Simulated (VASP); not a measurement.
A run of VASP 6.6.1 is set up as follows.

Contents of INCAR:

```
SYSTEM = SiC20
PREC = Accurate ; ENCUT = 520
EDIFF = 1E-6 ; ISMEAR = 0
SIGMA = 0.05 ; LREAL = Auto
LASPH = .True. ; NELM = 150
ALGO = Fast ; ISIF = 2
LWAVE = .False. ; LCHARG = .False.
ISPIN = 2 ; MAGMOM = 0 0 0 0 0 0 0 0 0 0 0 0 0 0 0 0 0 0 0 0 2
LORBIT = 11 ; LDIPOL = .True.
IDIPOL = 3 ; DIPOL = 0.5 0.5 0.328
GGA = PE ; NBANDS = 62
```

File KPOINTS:

```
regular mesh
0
Gamma
  5 8 1
  0 0 0
```

The input POSCAR:

```
SiC20
1.0
    5.0509324483      0.0000000000      0.0000000000
    0.0000000000      3.5715485855      0.0000000000
    0.0000000000      0.0000000000     20.3790411838
C Si
20 1
Direct
    0.2500000000      0.0000000000      0.1962800882
    0.7500000000      0.0000000000      0.1962800882
    0.0000000000      0.2500000000      0.1962800882
    0.5000000000      0.2500000000      0.1962800882
    0.0000000000      0.5000000000      0.2582424298
    0.5000000000      0.5000000000      0.2582424298
    0.2500000000      0.7500000000      0.2582424298
    0.7500000000      0.7500000000      0.2582424298
    0.2500000000      0.0024640196      0.3199149154
    0.7500000000      0.0024640196      0.3199149154
    0.0000000000      0.2475359804      0.3199149154
    0.5000000000      0.2475359804      0.3199149154
    0.0000000000      0.5097084332      0.3835991953
    0.5000000000      0.5097084332      0.3835991953
    0.2500000000      0.7402915668      0.3835991953
    0.7500000000      0.7402915668      0.3835991953
    0.2500000000      0.0294931910      0.4356947466
    0.7500000000      0.0294931910      0.4356947466
    0.0000000000      0.2205068090      0.4356947466
    0.5000000000      0.2205068090      0.4356947466
    0.5000000000      0.5294931910      0.5152408248
```

Potentials or basis: VASP PAW PBE potentials, release 64 (C, Si).

The run is started by

```sh
$ cat potpaw_PBE.64/C/POTCAR potpaw_PBE.64/Si/POTCAR > POTCAR
$ mpirun -np 1 vasp_std > vasp.out
```

Task: What does it give for the net moment?

Result: 0.06 μB per cell.

Task: What does it give for the largest force?

Result: 4.709 eV/Å.

Task: Predict the site moments.

Result: C +0.01, +0.16, -0.15, -0.01, +0.00, -0.00 (each value once); Si +0.01 μB.

Forces in eV/Å, atoms in the order of the input:
```
C    0.003  4.448  1.238
C   -0.003  4.448  1.238
C    0.000 -4.403  0.995
C    0.000 -4.583  1.082
C    0.000  0.953 -1.022
C    0.000  0.882 -1.218
C    0.004 -0.941 -1.338
C   -0.004 -0.941 -1.338
C    0.007 -0.104 -0.010
C   -0.007 -0.104 -0.010
C    0.000 -0.137 -0.043
C    0.000  0.469 -0.177
C    0.000 -0.206 -0.208
C    0.000 -0.899 -2.769
C   -0.071  0.504 -1.188
C    0.071  0.504 -1.188
C   -0.404 -2.439  1.568
C    0.404 -2.439  1.568
C    0.000  0.322  1.040
C    0.000  3.702  1.851
Si   0.000  0.964 -0.071
```
